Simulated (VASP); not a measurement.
# Pt (Im-3m) in VASP: relaxation of cell and atoms with r2SCAN

Aim: the relaxation of cell and atoms of Pt with r2SCAN.

Everything below comes from runs of VASP 6.6.1. Logs are shortened: lines on timing, memory, paths and dates and some standing lists are left out, and cuts for length are marked.

### 1 The cell of the first run

Symmetry: Im-3m, No. 229, cubic system. Conventional cell: a = 3.110 Å, b = 3.110 Å, c = 3.110 Å, α = 90.00°, β = 90.00°, γ = 90.00°. Within 3.6 Å of Pt (site symmetry m-3m) lie 14 Pt at 2.69 to 3.11 Å.

This isn't the form of Pt at room conditions, which is fcc.

### 2 Relaxation of cell and atoms, r2SCAN

File POSCAR:

```
Pt
1.0
   -1.5550000000      1.5550000000      1.5550000000
    1.5550000000     -1.5550000000      1.5550000000
    1.5550000000      1.5550000000     -1.5550000000
Pt
1
Direct
    0.0000000000      0.0000000000      0.0000000000
```

File INCAR.step1:

```
SYSTEM = Pt
  PREC = Accurate
  ENCUT = 550
  ISMEAR = -1
  SIGMA = 0.05
  LREAL = .False.
  LASPH = .True.
  NELM = 120
  GGA = PE
  ALGO = Normal
  EDIFF = 1E-5
  LWAVE = .True.
  LCHARG = .False.
  GGA_COMPAT = .False.
  IBRION = 2
  ISIF = 3
  EDIFFG = -0.005
  NELMIN = 4
  NSW = 100
```

File INCAR.step2:

```
SYSTEM = Pt
  PREC = Accurate
  ENCUT = 550
  EDIFF = 1E-7
  ISMEAR = -1
  SIGMA = 0.05
  LREAL = .False.
  LASPH = .True.
  NELM = 120
  ALGO = Normal
  ISIF = 3
  LWAVE = .False.
  LCHARG = .False.
  METAGGA = R2SCAN
  LMIXTAU = .True.
  IBRION = 2
  NSW = 60
  EDIFFG = -0.01
  ISTART = 1
  GGA_COMPAT = .False.
  NELMIN = 4
```

File KPOINTS:

```
Automatic mesh
0
Gamma
  18 18 18
  0 0 0
```

Potentials or basis: VASP PAW PBE potentials, release 64 (Pt).

Started as:

```bash
> cat potpaw_PBE.64/Pt/POTCAR > POTCAR
> cp INCAR.step1 INCAR
> mpirun -np 1 vasp_std > vasp.out
> cp INCAR.step2 INCAR
> mpirun -np 1 vasp_std > vasp.out
```

OUTCAR:

```text
SYSTEM = Pt
   PREC = Accurate
   ENCUT = 550
   EDIFF = 1E-7
   ISMEAR = -1
   LREAL = .False.
   LASPH = .True.
   NELM = 120
   ISIF = 3
   METAGGA = R2SCAN
   IBRION = 2
   NSW = 60
   EDIFFG = -0.01
   ISTART = 1
   NELMIN = 4

 ion  position               nearest neighbor table
   1  0.000  0.000  0.000-

  LATTYP: Found a body centered cubic cell.
 ALAT       =     3.1100000000

  Lattice vectors:

 A1 = (  -1.5550000000,   1.5550000000,   1.5550000000)
 A2 = (   1.5550000000,  -1.5550000000,   1.5550000000)
 A3 = (   1.5550000000,   1.5550000000,  -1.5550000000)

Analysis of symmetry for initial positions (statically):
=====================================================================
 Subroutine PRICEL returns:
 Original cell was already a primitive cell.

 Routine SETGRP: Setting up the symmetry group for a
 body centered cubic supercell.

 Subroutine GETGRP returns: Found 48 space group operations
 (whereof 48 operations were pure point group operations)
 out of a pool of 48 trial point group operations.

The static configuration has the point symmetry O_h .

Analysis of symmetry for dynamics (positions and initial velocities):
=====================================================================
 Subroutine PRICEL returns:
 Original cell was already a primitive cell.

 Routine SETGRP: Setting up the symmetry group for a
 body centered cubic supercell.

 Subroutine GETGRP returns: Found 48 space group operations
 (whereof 48 operations were pure point group operations)
 out of a pool of 48 trial point group operations.

The dynamic configuration has the point symmetry O_h .

 Subroutine INISYM returns: Found 48 space group operations
 (whereof 48 operations are pure point group operations),
 and found     1 'primitive' translations

----------------------------------------------------------------------------------------

                                     Primitive cell

  volume of cell :      15.0401

  direct lattice vectors                    reciprocal lattice vectors
    -1.555000000  1.555000000  1.555000000     0.000000000  0.321543408  0.321543408
     1.555000000 -1.555000000  1.555000000     0.321543408  0.000000000  0.321543408
     1.555000000  1.555000000 -1.555000000     0.321543408  0.321543408  0.000000000

  length of vectors
     2.693339006  2.693339006  2.693339006     0.454731049  0.454731049  0.454731049

  position of ions in fractional coordinates (direct lattice)
     0.000000000  0.000000000  0.000000000

  ion indices of the primitive-cell ions
   primitive index   ion index
                 1           1

----------------------------------------------------------------------------------------

 KPOINTS: Automatic mesh

Automatic generation of k-mesh.
 Grid dimensions read from file:
 generate k-points for:   18   18   18

 Generating k-lattice:

  Cartesian coordinates                     Fractional coordinates (reciprocal lattice)
     0.000000000  0.017863523  0.017863523     0.055555556  0.000000000  0.000000000
     0.017863523  0.000000000  0.017863523     0.000000000  0.055555556  0.000000000
     0.017863523  0.017863523  0.000000000     0.000000000  0.000000000  0.055555556

  Length of vectors
     0.025262836  0.025262836  0.025262836

  Shift w.r.t. Gamma in fractional coordinates (k-lattice)
     0.000000000  0.000000000  0.000000000

 Subroutine IBZKPT returns following result:
 ===========================================

 Found    195 irreducible k-points:

 Following reciprocal coordinates:
            Coordinates               Weight
  0.000000  0.000000  0.000000      1.000000
  0.055556  0.000000  0.000000     12.000000
  0.111111  0.000000  0.000000     12.000000
  0.166667  0.000000  0.000000     12.000000
  0.222222  0.000000  0.000000     12.000000
  0.277778  0.000000  0.000000     12.000000
[... 16 lines left out ...]
  0.333333  0.111111  0.000000     48.000000
  0.388889  0.111111  0.000000     48.000000
 [... further k-points ...]
   k-points           NKPTS =    195   k-points in BZ     NKDIM =    195   number of bands    NBANDS=      9
   number of dos      NEDOS =    301   number of ions     NIONS =      1
   total plane-waves  NPLWV =  13824
   dimension x,y,z NGX =    24 NGY =   24 NGZ =   24
   dimension x,y,z NGXF=    48 NGYF=   48 NGZF=   48
   ions per type =               1
   NGX,Y,Z   is equivalent  to a cutoff of  14.81, 14.81, 14.81 a.u.
   NGXF,Y,Z  is equivalent  to a cutoff of  29.63, 29.63, 29.63 a.u.
 SYSTEM =  Pt
   PREC   = accura    normal or accurate (medium, high low for compatibility)
   ISTART =      1    job   : 0-new  1-cont  2-samecut
   ICHARG =      0    charge: 1-file 2-atom 10-const
   ISPIN  =      1    spin polarized calculation?
   LNONCOLLINEAR =      F non collinear calculations
   LSORBIT =      F    spin-orbit coupling
   LASPH  =      T    aspherical Exc in radial PAW
   ENCUT  =  550.0 eV  40.42 Ry    6.36 a.u.   5.15  5.15  5.15*2*pi/ulx,y,z
   NELM   =    120;   NELMIN=  4; NELMDL=  0     # of ELM steps
   EDIFF  = 0.1E-06   stopping-criterion for ELM
   LREAL  =      F    real-space projection
   EDIFFG = -.1E-01   stopping-criterion for IOM
   NSW    =     60    number of steps for IOM
   IBRION =      2    ionic relax: 0-MD 1-quasi-New 2-CG
   NFREE  =      1    steps in history (QN), initial steepest desc. (CG)
   ISIF   =      3    stress and relaxation
   ISYM   =      2    0-nonsym 1-usesym 2-fastsym
   POTIM  = 0.5000    time-step for ionic-motion
   TEBEG  =    0.0;   TEEND  =   0.0 temperature during run
   PSTRESS=    0.0 pullay stress
   NELECT =      10.0000    total number of electrons
   NUPDOWN=      -1.0000    fix difference up-down
   EMIN   =  10.00;   EMAX   =-10.00  energy-range for DOS
   EFERMI =   0.00;   METHOD = LEGACY
   ISMEAR =    -1;   SIGMA  =   0.05  broadening in eV -4-tet -1-fermi 0-gaus
   EFERMI_NEDOS =   21; number of points for ismear=-14 and -15
   IALGO  =     38    algorithm
   IMIX   =      4    mixing-type and parameters
     AMIX     =   0.40;   BMIX     =  1.00
     AMIX_MAG =   1.60;   BMIX_MAG =  1.00
  volume/ion in A,a.u.               =      15.04       101.50
  Fermi-wavevector in a.u.,A,eV,Ry     =   1.428865  2.700163 27.778394  2.041654
  Thomas-Fermi vector in A             =   2.548880
   LORBIT       =      0    0 simple, 1 ext, 2 COOP (PROOUT), +10 PAW based schemes
   METAGGA = R2SCAN    functional components
   LHFCALC =     F    Hartree Fock is set to
   AEXX    =    0.0000 exact exchange contribution
   IVDW    =     0    specifies the selected vdW correction
   LEPSILON=     F    determine dielectric tensor
   LRPA    =     F    only Hartree local field effects (RPA)
 conjugate gradient relaxation of ions
 non-spin polarized calculation
  energy-cutoff  :      550.00
  volume of cell :       15.04
 maximum number of plane-waves:       466
 NGX is ok and might be reduce to    24
   NGX = 11   NGY = 11   NGZ = 11

--------------------------------------- Ionic step        1  -------------------------------------------

 number of electron      10.0000001 magnetization

 Free energy of the ion-electron system (eV)
  ---------------------------------------------------
  ext. energy  EPLUGINS =         0.00000000
  ---------------------------------------------------
  free energy    TOTEN  =       -51.40358139 eV

  energy without entropy =      -51.39843054  energy(sigma->0) =      -51.40100597

------------------------ aborting loop because EDIFF is reached ----------------------------------------

  FORCE on cell =-STRESS in cart. coord.  units (eV):
  Direction    XX          YY          ZZ          XY          YZ          ZX
  --------------------------------------------------------------------------------------
  -------------------------------------------------------------------------------------
  Total        0.8105075      0.8105075      0.8105075     -0.0000000     -0.0000000      0.0000000
  in kB       86.3408714     86.3408714     86.3408714     -0.0000000     -0.0000000      0.0000000
  external PRESSURE =      86.3408714 kB  Pullay stress =       0.0000000 kB
[... 20 lines left out ...]
  energy  without entropy=      -51.3984305435  energy(sigma->0) =      -51.40100597

--------------------------------------- Ionic step        2  -------------------------------------------

 number of electron      10.0000001 magnetization

 E-fermi :   8.8825     XC(G=0): -13.8100

 val. band max:        8.8748417272   @ k =  -0.3889   0.5000   0.0556
 cond. band min:       8.9121443673   @ k =  -0.3889   0.4444   0.0556
 fundamental gap:      0.0373026402
 Fermi energy:         8.8825083619

 k-point     1 :       0.0000    0.0000    0.0000
  band No.  band energies     occupation
      1      -0.2084      2.00000
      2       5.5745      2.00000
      3       5.5745      2.00000
      4       5.5745      2.00000
      5       7.8342      2.00000
      6       7.8342      2.00000
      7      26.9152      0.00000
      8      26.9152      0.00000
      9      26.9152      0.00000
[... 343 lines left out ...]
  energy  without entropy=      -51.4099251218  energy(sigma->0) =      -51.41275738

--------------------------------------- Ionic step        4  -------------------------------------------

 number of electron      10.0000001 magnetization

 Free energy of the ion-electron system (eV)
  ---------------------------------------------------
  ext. energy  EPLUGINS =         0.00000000
  ---------------------------------------------------
  free energy    TOTEN  =       -51.41560448 eV

  energy without entropy =      -51.40995641  energy(sigma->0) =      -51.41278044

 E-fermi :  10.3373     XC(G=0): -14.4108

 val. band max:       10.3127686423   @ k =  -0.2778   0.2778   0.2222
 cond. band min:      10.3410276566   @ k =  -0.3889   0.3889   0.2222
 fundamental gap:      0.0282590143
 Fermi energy:        10.3372685362

 k-point     1 :       0.0000    0.0000    0.0000
  band No.  band energies     occupation
      1       0.3555      2.00000
      2       6.5797      2.00000
      3       6.5797      2.00000
      4       6.5797      2.00000
      5       9.1515      2.00000
      6       9.1515      2.00000
      7      28.3826      0.00000
      8      28.3826      0.00000
      9      28.3826      0.00000
[... 304 lines left out ...]
  FREE ENERGIE OF THE ION-ELECTRON SYSTEM (eV)
  ---------------------------------------------------
  free  energy   TOTEN  =       -51.4156044757 eV

  energy  without entropy=      -51.4099564103  energy(sigma->0) =      -51.41278044

 reached required accuracy - stopping structural energy minimisation
```

Run time: 9.6 min. Hardware: 1 thread of AMD EPYC 7R13 (Zen 3), shared host; peak memory 0.15 GiB.

Results:

```yaml
Free_energy: -51.4156 eV
Relaxed_volume: 15.50 Å³/atom
Relaxed_cell: a = 2.721 Å, b = 2.721 Å, c = 2.721 Å, α = 109.47°, β = 109.47°, γ = 109.47°
Space_group_after_relaxing_to_0.1_Å: Im-3m (No. 229)
Energy_gained_by_relaxing: 12.0 meV/atom
Ionic_steps: 4
Pressure_after_relaxing: 0.0 GPa
Band_gap_on_the_k_mesh: zero (bands 5 and 6 overlap by 2.39 eV)
```

Step by step:
```
step  energy change (eV)  largest force (eV/Å)  pressure (GPa)  volume (Å³)
   1              0.0000                0.0000            8.63        15.04
   2              0.0700                0.0000          -17.44        16.87
   3             -0.0120                0.0000           -0.27        15.52
   4             -0.0120                0.0000            0.00        15.50
```

Final structure:
```
Pt
1.0
    -1.57083    1.57083    1.57083
     1.57083   -1.57083    1.57083
     1.57083    1.57083   -1.57083
Pt
1
Direct
  0.00000 0.00000 0.00000
```

Caveat: the PAW data sets were made with another functional, which shifts forces and pressure a little; spin-orbit coupling is left out, which moves the levels of the heavy elements.

The gap in the log of VASP goes by the Fermi energy; the results here count the filled bands.